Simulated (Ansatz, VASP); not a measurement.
# Two plane-wave programs on Ni

```
CELL_PARAMETERS angstrom
2.37808 0.00000 0.00000
-1.18904 2.05948 0.00000
0.00000 0.00000 7.79048
ATOMIC_POSITIONS crystal
Ni 0.00000 0.00000 0.00000
Ni 0.00000 0.00000 0.50000
Ni 0.33333 0.66667 0.25000
Ni 0.66667 0.33333 0.75000
```

Alike in both runs: task single point; functional PBEsol; k mesh 17 × 17 × 5; occupations fermi-dirac, width 0.1 eV; no spin polarisation.

```csv
,VASP,Ansatz
version,VASP 6.6.1,Ansatz 0.2.0
potentials or method,"VASP PAW PBE potentials, release 64 (Ni), cutoff 520 eV","plane waves (420 eV) with PAW, scalar-relativistic"
valence electrons in the cell,40,72
```

|  | VASP | Ansatz | Ansatz less VASP |
| --- | --- | --- | --- |
| pressure (GPa) | 23.2 | 23.6 | +0.36 |

VASP's potentials were made for PBE, not for PBEsol, and Ansatz warns of the same on its side. VASP's potentials hold 40 valence electrons a cell and Ansatz's 72, so a difference there can come from the potentials and not from the codes.
